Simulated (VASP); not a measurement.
Set up this calculation in VASP 6.6.1, as the native input.

```
Task                   : single point
Functional             : PBE
Potentials or basis    : VASP PAW PBE potentials, release 64 (Rb_sv, Br)
Cutoff                 : 520 eV
k mesh                 : 8 × 8 × 8
Occupations            : gaussian, width 0.05 eV
Spin                   : no spin polarisation
Dipole correction      : no
Further INCAR settings : ALGO = Normal; EDIFF = 1e-06; NBANDS = 15
```

The structure of RbBr lies in POSCAR:

```
RbBr
1.0
    0.0000000000      3.4609270662      3.4609270662
    3.4609270662      0.0000000000      3.4609270662
    3.4609270662      3.4609270662      0.0000000000
Rb Br
1 1
Direct
    0.5000000000      0.5000000000      0.5000000000
    0.0000000000      0.0000000000      0.0000000000
```

This cell differs from its parent crystal: volume scaled by 0.960.

One way to write it, as run:

INCAR

```
SYSTEM = RbBr
ALGO     = Normal         ! electronic algorithm
EDIFF    = 1E-6           ! SCF threshold, eV
ENCUT    = 520            ! plane-wave cutoff, eV
GGA      = PE             ! functional
ISIF     = 2              ! what is computed and relaxed
ISMEAR   = 0              ! smearing method
LASPH    = .TRUE.         ! aspherical terms in the spheres
LCHARG   = .TRUE.         ! write CHGCAR
LELF     = .TRUE.         ! ELF
LREAL    = .FALSE.        ! projectors in reciprocal space
LVHAR    = .TRUE.       
LWAVE    = .FALSE.        ! write WAVECAR
NBANDS   = 15             ! bands
NELM     = 60             ! most SCF steps
PREC     = Accurate       ! precision mode
SIGMA    = 0.05           ! smearing width, eV
```

KPOINTS

```
k-points
0
G
  8 8 8
  0 0 0
```

Potentials or basis: VASP PAW PBE potentials, release 64 (Rb_sv, Br).

Run with:

```console
$ cat potpaw_PBE.64/Rb_sv/POTCAR potpaw_PBE.64/Br/POTCAR > POTCAR
$ mpirun -np 1 vasp_std > vasp.out
```

Results of the run:

```
Pressure               : 0.6 GPa
Band gap on the k mesh : 4.29 eV, direct
```

Run time: 36 s on 1 thread of AMD EPYC 7R43 64-Core Processor (Zen 3), on a shared host, peak memory 0.18 GiB.
